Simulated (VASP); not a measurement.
**Br: single point with PBEsol**

Crystal: Br.

```
CELL_PARAMETERS angstrom
-1.22662 1.32709 3.48314
1.22662 -1.32709 3.48314
1.39744 1.49791 -3.48314
ATOMIC_POSITIONS crystal
Br 0.00000 0.00000 0.00000
```

This cell differs from its parent crystal: strained.

- Program: VASP 6.6.1
- Task: single point
- Functional: PBEsol
- Potentials or basis: VASP PAW PBE potentials, release 64 (Br)
- Cutoff: 520 eV
- k mesh: 18 × 18 × 18
- Occupations: gaussian, width 0.1 eV
- Spin: no spin polarisation

```json
{
 "Pressure": "5.4 GPa"
}
```

Stress tensor (GPa, compression positive):
```
8.33 0.00 0.00
0.00 7.02 0.00
0.00 0.00 0.71
```

Levels at points of the mesh, in eV from the Fermi level:
| k point | band 2 | band 3 | band 4 | band 5 | band 6 | band 7 |
| --- | --- | --- | --- | --- | --- | --- |
| (0.00, 0.00, 0.00) | -2.89 | 0.45 | 2.32 | 4.79 | 9.37 | 11.23 |
| (0.50, 0.00, 0.00) | -6.70 | -2.60 | 2.88 | 5.47 | 12.04 | 12.95 |
| (0.00, 0.50, 0.00) | -7.23 | -1.94 | 1.71 | 5.81 | 11.14 | 13.00 |
| (0.50, 0.50, 0.00) | -5.92 | -4.15 | -0.98 | 4.73 | 6.92 | 13.35 |
| (0.00, 0.00, 0.50) | -6.17 | -3.94 | -0.44 | 4.83 | 8.91 | 11.63 |
| (0.50, 0.50, 0.50) | -5.49 | 0.23 | 2.15 | 8.56 | 10.45 | 12.09 |

Wall time 2.9 min on 1 thread of Intel(R) Xeon(R) Platinum 8559C (Emerald Rapids), on a shared host, peak memory 0.47 GiB.

Caveat: the cell differs from its parent crystal (strained); the PAW data sets were made with another functional, which shifts forces and pressure a little; an odd number of electrons without spin polarisation forces a metal; a magnetic or distorted state may lie lower.
